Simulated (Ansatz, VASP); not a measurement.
## Rh: VASP beside Ansatz

INCAR

```
ALGO = Normal ; EDIFF = 1E-8
ENCUT = 520 ; GGA = PS
ISIF = 2 ; ISMEAR = -1
LASPH = T ; LCHARG = F
LEFG = T ; LREAL = F
LWAVE = F ; NBANDS = 14
NELM = 80 ; PREC = Accurate
SIGMA = 0.08
```

File KPOINTS:

```
k-points
0
Gamma
  16 16 16
```

POSCAR

```
Rh
1.0
    0.0000000000      1.8758502280      1.8758502280
    1.8758502280      0.0000000000      1.8758502280
    1.8758502280      1.8758502280      0.0000000000
Rh
1
Direct
    0.0000000000      0.0000000000      0.0000000000
```

Input for Ansatz:

```yaml
crystal:
  lattice:
    - [0.0, 1.875850228, 1.875850228]
    - [1.875850228, 0.0, 1.875850228]
    - [1.875850228, 1.875850228, 0.0]
  atoms:
    - { symbol: Rh, position: [0.0, 0.0, 0.0] }
kpoints:
  mp_grid: { grid: [16, 16, 16] }
scf:
  occupations: { method: fermi_dirac, width: 0.08 }
hamiltonian:
  xc: pbesol
  pseudopotentials: { kind: all_electron, datasets: crystal }
output:
  forces: true
  stress: true
  eigenvalues: true
  efg: { contact_densities: true }
```

Change from the starting cell: volume scaled by 0.96, crystal datasets.

Alike in both runs: task electric field gradients; functional PBEsol; k mesh 16 × 16 × 16; occupations fermi-dirac, width 0.08 eV; no spin polarisation.

|  | VASP | Ansatz |
| --- | --- | --- |
| version | VASP 6.6.1 | Ansatz 0.2.0 |
| potentials or method | VASP PAW PBE potentials, release 64 (Rh_pv), cutoff 520 eV | all-electron PAW with datasets made for the crystal, scalar-relativistic |

```csv
,VASP,Ansatz,Ansatz less VASP
pressure (GPa),7.3,7.3,+0.06
```

VASP's potentials were made for PBE, not for PBEsol. Ansatz ran all-electron here, and VASP with PAW potentials.
